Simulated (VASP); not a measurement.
Mg5Zn, 6 atoms in the cell. The structure is trigonal, space group R32 (No. 155). Conventional cell: a = 5.193 Å, b = 5.193 Å, c = 14.672 Å, α = 90.00°, β = 90.00°, γ = 120.00°. Within 3.9 Å of Mg (site symmetry 2) lie 10 Mg at 2.97 to 3.06 Å and 2 Zn at 2.99 Å. Mg (site symmetry 3) has 9 Mg at 2.99 to 3.02 Å and 3 Zn at 3.00 Å within 3.9 Å. Within 3.9 Å of Zn (site symmetry 32) lie 12 Mg at 2.99 to 3.00 Å. 

| Quantity | Value |
| --- | --- |
| Program | VASP 6.6.1 |
| Task | single point |
| Functional | LDA |
| Potentials or basis | VASP PAW LDA potentials, release 64 (Mg, Zn) |
| Cutoff | 520 eV |
| k mesh | 5 × 5 × 5 |
| Occupations | fermi-dirac, width 0.1 eV |
| Spin | no spin polarisation |
| Dipole correction | no |
| Further INCAR settings | ALGO = Normal; EDIFF = 1e-06; NBANDS = 20 |

Potentials or basis: VASP PAW LDA potentials, release 64 (Mg, Zn).

Command:

```bash
$ cat potpaw_LDA.64/Mg/POTCAR potpaw_LDA.64/Zn/POTCAR > POTCAR
$ mpirun -np 1 vasp_std > vasp.out
```

Hardware: 1 thread of AMD EPYC 7R43 64-Core Processor (Zen 3) (shared host).

Problem. How long does it take, and how much memory?

Solution. Run time: 2.2 min on 1 thread of AMD EPYC 7R43 64-Core Processor (Zen 3), with other jobs on the host, peak memory 0.22 GiB. Counts: scf iterations 12, k points 19.
